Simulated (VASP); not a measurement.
Write the native input for VASP 6.6.1 that does the following.

```
Task                   : single point
Functional             : PBEsol
Potentials or basis    : VASP PAW PBE potentials, release 64 (Zn, Se)
Cutoff                 : 520 eV
k mesh                 : 8 × 8 × 8
Occupations            : gaussian, width 0.02 eV
Spin                   : no spin polarisation
Dipole correction      : no
Further INCAR settings : ALGO = Normal; EDIFF = 1e-07; NBANDS = 16
```

The structure of ZnSe lies in POSCAR:

```
ZnSe
1.0
    0.0000000000      2.7470573820      2.7470573820
    2.7470573820      0.0000000000      2.7470573820
    2.7470573820      2.7470573820      0.0000000000
Zn Se
1 1
Direct
    0.0000000000      0.0000000000      0.0000000000
    0.7500000000      0.7500000000      0.7500000000
```

This cell differs from its parent crystal: strained.

One way to write it, as run:

INCAR

```
SYSTEM = ZnSe
PREC = Accurate ; ENCUT = 520
EDIFF = 1E-7 ; ISMEAR = 0
SIGMA = 0.02 ; LREAL = .False.
LASPH = .True. ; NELM = 60
ALGO = Normal ; ISIF = 2
LWAVE = .False. ; LCHARG = .False.
GGA = PS ; NBANDS = 16
```

KPOINTS

```
regular mesh
0
Gamma
  8 8 8
  0 0 0
```

Potentials or basis: VASP PAW PBE potentials, release 64 (Zn, Se).

Command:

```console
$ cat potpaw_PBE.64/Zn/POTCAR potpaw_PBE.64/Se/POTCAR > POTCAR
$ mpirun -np 1 vasp_std > vasp.out
```

Results of the run:

| Property | Result |
| --- | --- |
| Pressure | 6.2 GPa |
| Band gap on the k mesh | 1.55 eV, direct |

Caveat: the cell differs from its parent crystal (strained); the PAW data sets were made with another functional, which shifts forces and pressure a little.

It took 31 s on 1 thread of Intel Xeon 8259CL, with other jobs on the host, peak memory 0.18 GiB.
